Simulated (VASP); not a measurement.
Wanted: the native input for a VASP 6.6.1 run.

* Task: single point
* Functional: RPBE
* Dispersion: D4
* Potentials or basis: VASP PAW PBE potentials, release 64 (N, B)
* Cutoff: 520 eV
* k mesh: 12 × 12 × 4
* Occupations: fermi-dirac, width 0.05 eV
* Spin: no spin polarisation
* Dipole correction: no
* Further INCAR settings: ALGO = Normal; EDIFF = 1e-06; NBANDS = 16

The structure of BN lies in POSCAR:

```
BN
1.0
    2.5096308411      0.0000000000      0.0000000000
   -1.2548154205      2.1734040625      0.0000000000
    0.0000000000      0.0000000000      6.1526388338
N B
2 2
Direct
    0.6666666667      0.3333333333      0.2500000000
    0.3333333333      0.6666666667      0.7500000000
    0.6666666667      0.3333333333      0.7500000000
    0.3333333333      0.6666666667      0.2500000000
```

One way to write it, as run:

INCAR

```
  ALGO = Normal
  EDIFF = 1E-6
  ENCUT = 520
  GGA = RP
  ISIF = 2
  ISMEAR = -1
  IVDW = 13
  LASPH = True
  LCHARG = False
  LREAL = False
  LWAVE = False
  NBANDS = 16
  NELM = 80
  PREC = Accurate
  SIGMA = 0.05
```

KPOINTS

```
k-points
0
Gamma
  12 12 4
```

Potentials or basis: VASP PAW PBE potentials, release 64 (N, B).

Launch:

```console
$ cat potpaw_PBE.64/N/POTCAR potpaw_PBE.64/B/POTCAR > POTCAR
$ mpirun -np 1 vasp_std > vasp.out
```

Results of the run:

- Pressure: 0.1 GPa
- Band gap on the k mesh: 4.21 eV (least direct gap 4.52 eV)
- Dispersion energy per atom: -0.402 eV

Caveat: the PAW data sets were made with another functional, which shifts forces and pressure a little.

Wall time 28 s on 1 thread of Intel Xeon 8259CL, on a shared host, peak memory 0.16 GiB.
